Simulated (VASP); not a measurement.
Input of a VASP 6.6.1 run:

POSCAR

```
LaAgS2
1.0
    2.1300357287      1.2297767013      5.9292429232
   -2.1300357287      1.2297767013      5.9292429232
    0.0000000000     -2.4595534027      5.9292429232
Ag La S
1 1 2
Direct
    1.0000000000      0.0000000000      0.0000000000
    0.5000000000      0.5000000000      0.5000000000
    0.2517964127      0.2517964127      0.2517964127
    0.7482035873      0.7482035873      0.7482035873
```

Contents of INCAR.step1:

```
SYSTEM = LaAgS2
PREC     = Accurate       ! precision mode
ENCUT    = 520            ! plane-wave cutoff, eV
ISMEAR   = 0              ! smearing method
SIGMA    = 0.01           ! smearing width, eV
LREAL    = .FALSE.        ! projectors in reciprocal space
LASPH    = .TRUE.         ! aspherical terms in the spheres
NELM     = 100            ! most SCF steps
NBANDS   = 25             ! bands
GGA      = PE             ! functional
ALGO     = Normal         ! electronic algorithm
EDIFF    = 1E-4           ! SCF threshold, eV
LWAVE    = .TRUE.         ! write WAVECAR
LCHARG   = .FALSE.        ! write CHGCAR
```

INCAR.step2

```
SYSTEM = LaAgS2
PREC     = Accurate       ! precision mode
ENCUT    = 520            ! plane-wave cutoff, eV
EDIFF    = 1E-7           ! SCF threshold, eV
ISMEAR   = 0              ! smearing method
SIGMA    = 0.01           ! smearing width, eV
LREAL    = .FALSE.        ! projectors in reciprocal space
LASPH    = .TRUE.         ! aspherical terms in the spheres
NELM     = 100            ! most SCF steps
ALGO     = Normal         ! electronic algorithm
ISIF     = 2              ! what is computed and relaxed
LWAVE    = .FALSE.        ! write WAVECAR
LCHARG   = .FALSE.        ! write CHGCAR
METAGGA  = R2SCAN         ! meta-GGA
LMIXTAU  = .TRUE.       
NBANDS   = 25             ! bands
ISTART   = 1
```

Contents of KPOINTS:

```
Automatic mesh
0
G
  8 8 8
  0 0 0
```

Potentials or basis: VASP PAW PBE potentials, release 64 (Ag, La, S).

Launch:

```console
$ cat potpaw_PBE.64/Ag/POTCAR potpaw_PBE.64/La/POTCAR potpaw_PBE.64/S/POTCAR > POTCAR
$ cp INCAR.step1 INCAR
$ mpirun -np 1 vasp_std > vasp.out
$ cp INCAR.step2 INCAR
$ mpirun -np 1 vasp_std > vasp.out
```

(1) Predict the largest force.

(2) Estimate the band gap on the k mesh.

(3) Estimate the pressure.

## Answers

(1) 0.008 eV/Å.

(2) 2.60 eV (least direct gap 2.62 eV).

(3) -0.2 GPa.

Caveat: the PAW data sets were made with another functional, which shifts forces and pressure a little; spin-orbit coupling is left out, which moves the levels of the heavy elements.
